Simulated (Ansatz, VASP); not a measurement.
**One calculation of GaN, two programs**

File INCAR:

```
SYSTEM = GaN
  PREC = Accurate
  ENCUT = 520
  EDIFF = 1E-6
  ISMEAR = 0
  SIGMA = 0.05
  LREAL = .False.
  LASPH = .True.
  NELM = 100
  ALGO = Normal
  ISIF = 2
  LWAVE = .False.
  LCHARG = .False.
  GGA = PE
  NBANDS = 16
```

KPOINTS

```
regular mesh
0
Gamma
  10 10 10
  0 0 0
```

The input POSCAR:

```
GaN
1.0
    0.0000000000      2.2060113380      2.2060113380
    2.2060113380      0.0000000000      2.2060113380
    2.2060113380      2.2060113380      0.0000000000
Ga N
1 1
Direct
    0.0000000000      0.0000000000      0.0000000000
    0.7500000000      0.7500000000      0.7500000000
```

Input for Ansatz:

```yaml
crystal:
  lattice:
    - [0.0, 2.206011338, 2.206011338]
    - [2.206011338, 0.0, 2.206011338]
    - [2.206011338, 2.206011338, 0.0]
  atoms:
    - { symbol: Ga, position: [0.0, 0.0, 0.0] }
    - { symbol: "N", position: [0.75, 0.75, 0.75] }
basis:
  ecutwfc: 420
kpoints:
  mp_grid: { grid: [10, 10, 10] }
hamiltonian:
  xc: pbe
scf:
  occupations: { method: gaussian, width: 0.05 }
output:
  forces: true
  stress: true
  eigenvalues: true
```

Change from the starting cell: strain -0.030 along x and y, -0.030 along z, atoms carried along.

Alike in both runs: task single point; functional PBE; k mesh 10 × 10 × 10; occupations gaussian, width 0.05 eV; no spin polarisation.

|  | VASP | Ansatz |
| --- | --- | --- |
| version | VASP 6.6.1 | Ansatz 0.2.0 |
| potentials or method | VASP PAW PBE potentials, release 64 (Ga_d, N), cutoff 520 eV | scalar-relativistic, plane waves, PAW |
| valence electrons in the cell | 18 | 18 |

|  | VASP | Ansatz | Ansatz less VASP |
| --- | --- | --- | --- |
| gap on the k mesh at the Fermi level (eV) | 2.14 | 2.12 | -0.013 |
| least direct gap on the mesh (eV) | 2.14 | 2.12 | -0.013 |
| pressure (GPa) | 19.2 | 19.2 | +0.04 |
